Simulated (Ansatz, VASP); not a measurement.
## Two plane-wave programs on BeS

Contents of INCAR:

```
SYSTEM = BeS
ALGO = Normal
EDIFF = 1E-6
ENCUT = 520
GGA = PS
ISIF = 2
ISMEAR = 0
LASPH = .True.
LCHARG = .False.
LREAL = .False.
LWAVE = .False.
NBANDS = 11
NELM = 60
PREC = Accurate
SIGMA = 0.05
```

KPOINTS

```
k-points
0
Gamma
  10 10 10
  0 0 0
```

File POSCAR:

```
BeS
1.0
    0.0000000000      2.5564255052      2.4363151675
    2.4363151675      0.0000000000      2.4363151675
    2.4363151675      2.5564255052      0.0000000000
Be S
1 1
Direct
    0.0000000000      0.0000000000      0.0000000000
    0.7500000000      0.7500000000      0.7500000000
```

Input for Ansatz:

```yaml
crystal:
  lattice:
    - [0.0, 2.5564255052, 2.4363151675]
    - [2.4363151675, 0.0, 2.4363151675]
    - [2.4363151675, 2.5564255052, 0.0]
  atoms:
    - { symbol: Be, position: [0.0, 0.0, 0.0] }
    - { symbol: S, position: [0.75, 0.75, 0.75] }
basis:
  ecutwfc: 520.0
kpoints:
  mp_grid: { grid: [10, 10, 10] }
hamiltonian:
  xc: pbesol
scf:
  occupations: { method: gaussian, width: 0.05 }
output:
  forces: true
  stress: true
  eigenvalues: true
```

Alike in both runs: task single point; functional PBEsol; k mesh 10 × 10 × 10; occupations gaussian, width 0.05 eV; no spin polarisation.

```csv
,VASP,Ansatz
version,VASP 6.6.1,Ansatz 0.2.0
potentials or method,"VASP PAW PBE potentials, release 64 (Be, S), cutoff 520 eV","scalar-relativistic, plane waves, PAW"
valence electrons in the cell,8,8
```

|  | VASP | Ansatz | Ansatz less VASP |
| --- | --- | --- | --- |
| gap on the k mesh at the Fermi level (eV) | 2.86 | 2.86 | -0.003 |
| least direct gap on the mesh (eV) | 5.10 | 5.10 | -0.001 |
| pressure (GPa) | -5.8 | -5.9 | -0.14 |
| traceless stress, the component that is largest in VASP (GPa) | -3.14 | -3.15 | -0.015 |

VASP's potentials were made for PBE, not for PBEsol.
